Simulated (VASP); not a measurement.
SrBr3, 8 atoms in the cell. The structure is hexagonal, space group P6_3/mmc (No. 194). Conventional cell: a = 6.764 Å, b = 6.764 Å, c = 6.024 Å, α = 90.00°, β = 90.00°, γ = 120.00°. Sr (site symmetry -6m2) has 12 Br at 3.38 to 3.55 Å within 4.4 Å. Br (site symmetry mm2) has 8 Br at 3.26 to 3.63 Å and 4 Sr at 3.38 to 3.55 Å within 4.3 Å. 

- Program: VASP 6.6.1
- Task: single point
- Functional: PBE
- Potentials or basis: VASP PAW PBE potentials, release 64 (Sr_sv, Br)
- Cutoff: 520 eV
- k mesh: 5 × 5 × 5
- Occupations: gaussian, width 0.01 eV
- Spin: no spin polarisation
- Dipole correction: no
- Further INCAR settings: ALGO = Normal; EDIFF = 1e-06; NBANDS = 41

Potentials or basis: VASP PAW PBE potentials, release 64 (Sr_sv, Br).

Run with:

```bash
$ cat potpaw_PBE.64/Sr_sv/POTCAR potpaw_PBE.64/Br/POTCAR > POTCAR
$ mpirun -np 1 vasp_std > vasp.out
```

Hardware: 1 thread of AMD EPYC 7R13 Processor (Zen 3) (shared host).

Question: How long does it take, and how much memory?

Answer: Wall time 100 s on 1 thread of AMD EPYC 7R13 Processor (Zen 3) (shared host), peak memory 0.36 GiB. Counts: scf iterations 13, k points 15.
